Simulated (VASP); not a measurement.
Set up this calculation in VASP 6.6.1, as the native input.

```yaml
Task: single point
Functional: PBE
Potentials_or_basis: VASP PAW PBE potentials, release 64 (Cs_sv)
Cutoff: 400 eV
k_mesh: 6 × 6 × 6
Occupations: gaussian, width 0.1 eV
Spin: no spin polarisation
Dipole_correction: no
Further_INCAR_settings: ALGO = Normal; EDIFF = 1e-06; NBANDS = 10
```

The structure of Cs lies in POSCAR:

```
Cs
1.0
    5.0632240000      0.0000000000      0.0000000000
    0.0000000000      5.0632240000      0.0000000000
    0.0000000000      0.0000000000      5.0632240000
Cs
1
Direct
    0.5000000000      0.5000000000      0.5000000000
```

One way to write it, as run:

INCAR

```
PREC = Accurate
ENCUT = 400
EDIFF = 1E-6
ISMEAR = 0
SIGMA = 0.1
LREAL = F
LASPH = T
NELM = 120
ALGO = Normal
ISIF = 2
LWAVE = F
LCHARG = T
GGA = PE
LELF = T
LVHAR = T
NBANDS = 10
GGA_COMPAT = F
```

KPOINTS

```
Automatic mesh
0
Gamma
  6 6 6
```

Potentials or basis: VASP PAW PBE potentials, release 64 (Cs_sv).

Launch:

```bash
$ cat potpaw_PBE.64/Cs_sv/POTCAR > POTCAR
$ mpirun -np 1 vasp_std > vasp.out
```

Results of the run:

The pressure is 0.0 GPa and the band gap on the k mesh is zero (an odd number of electrons rules out a gap without spin polarisation).

Caveat: spin-orbit coupling is left out, which moves the levels of the heavy elements.

It took 15 s on 1 thread of AMD EPYC 7R43 64-Core Processor (Zen 3), with other jobs on the host, peak memory 0.16 GiB.
